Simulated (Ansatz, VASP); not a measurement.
**Two plane-wave programs on Al2Ru**

```
CELL_PARAMETERS angstrom
3.52776 0.00000 0.00000
-1.76388 3.05513 0.00000
0.00000 0.00000 3.74623
ATOMIC_POSITIONS crystal
Ru 0.00000 0.00000 0.00000
Al 0.33333 0.66667 0.50000
Al 0.66667 0.33333 0.50000
```

Alike in both runs: task relaxation of cell and atoms; functional r2SCAN; k mesh 6 × 6 × 6; occupations gaussian, width 0.1 eV; no spin polarisation.

|  | VASP | Ansatz |
| --- | --- | --- |
| version | VASP 6.6.1 | Ansatz 0.2.0 |
| potentials or method | VASP PAW PBE potentials, release 64 (Ru_pv, Al), cutoff 600 eV | scalar-relativistic, plane waves, PAW |
| valence electrons in the cell | 20 | 22 |

VASP gave:

| Quantity | Value |
| --- | --- |
| gap on the k mesh at the Fermi level, each at its own relaxed structure (eV) | none |
| relaxed volume (Å³/atom) | 13.99 |
| relaxed cell length with the largest relative difference (Å) | 2.767 |

Question: Estimate Ansatz's values.

Answer: gap on the k mesh at the Fermi level, each at its own relaxed structure (eV): none; relaxed volume (Å³/atom): 14.00; relaxed cell length with the largest relative difference (Å): 2.768.

VASP's potentials were made for PBE, not for r2SCAN. A gap of «none» marks a metal or a gap that the smearing closes. VASP's potentials hold 20 valence electrons a cell and Ansatz's 22, so a difference there can come from the potentials and not from the codes.
